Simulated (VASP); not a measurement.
Set up this calculation in VASP 6.6.1, as the native input.

```
Task                   : single point
Functional             : RPBE
Dispersion             : D3(BJ)
Potentials or basis    : VASP PAW PBE potentials, release 64 (Ag)
Cutoff                 : 520 eV
k mesh                 : 11 × 11 × 11
Occupations            : fermi-dirac, width 0.05 eV
Spin                   : no spin polarisation
Dipole correction      : no
Further INCAR settings : ALGO = Normal; EDIFF = 1e-06; NBANDS = 12
```

The structure of Ag lies in POSCAR:

```
Ag
1.0
   -1.5265927377      1.5265927377      1.5265927377
    1.5265927377     -1.5265927377      1.5265927377
    1.5265927377      1.5265927377     -1.5265927377
Ag
1
Direct
    0.0000000000      0.0000000000      0.0000000000
```

One way to write it, as run:

INCAR

```
SYSTEM = Ag
PREC = Accurate
ENCUT = 520
EDIFF = 1E-6
ISMEAR = -1
SIGMA = 0.05
LREAL = .FALSE.
LASPH = .TRUE.
NELM = 80
ALGO = Normal
ISIF = 2
LWAVE = .FALSE.
LCHARG = .FALSE.
GGA = RP
IVDW = 12
NBANDS = 12
```

KPOINTS

```
regular mesh
0
G
  11 11 11
  0 0 0
```

Potentials or basis: VASP PAW PBE potentials, release 64 (Ag).

The run is started by

```bash
$ cat potpaw_PBE.64/Ag/POTCAR > POTCAR
$ mpirun -np 1 vasp_std > vasp.out
```

Results of the run:

| Property | Result |
| --- | --- |
| Pressure | -0.5 GPa |
| Dispersion energy per atom | -3.650 eV |

Caveat: the PAW data sets were made with another functional, which shifts forces and pressure a little; pairwise dispersion overbinds metals, which lowers pressure and volume.

Wall time 16 s on 1 thread of Intel Xeon 8259CL, on a shared host, peak memory 0.14 GiB.
